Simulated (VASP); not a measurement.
Si16C (a cell with a defect), 17 atoms in the cell. The cell holds a defect, 17 atoms: a = 7.679 Å, b = 7.679 Å, c = 7.679 Å, α = 60.00°, β = 60.00°, γ = 60.00°. 

| Item | Value |
| --- | --- |
| Program | VASP 6.6.1 |
| Task | single point |
| Functional | LDA |
| Potentials or basis | VASP PAW LDA potentials, release 64 (Si, C) |
| Cutoff | 520 eV |
| k mesh | 2 × 2 × 2 |
| Occupations | fermi-dirac, width 0.002 eV |
| Spin | collinear spin, zero start |
| Starting moments | [0.0, 0.0, 0.0, 0.0, 0.0, 0.0, 0.0, 0.0, 0.0, 0.0, 0.0, 0.0, 0.0, 0.0, 0.0, 0.0, 0.0] μB |
| Dipole correction | no |
| Further INCAR settings | LREAL = Auto; ALGO = Normal; EDIFF = 1e-06; NBANDS = 52 |

Potentials or basis: VASP PAW LDA potentials, release 64 (Si, C).

Launch:

```bash
$ cat potpaw_LDA.64/Si/POTCAR potpaw_LDA.64/C/POTCAR > POTCAR
$ mpirun -np 1 vasp_std > vasp.out
```

Hardware: 1 thread of AMD EPYC 9R45 96-Core Processor (Zen 5), with other jobs on the host.

How long does it take, and how much memory?

Run time: 6 min on 1 thread of AMD EPYC 9R45 96-Core Processor (Zen 5) (shared host), peak memory 0.45 GiB. Counts: scf iterations 14, k points 8.
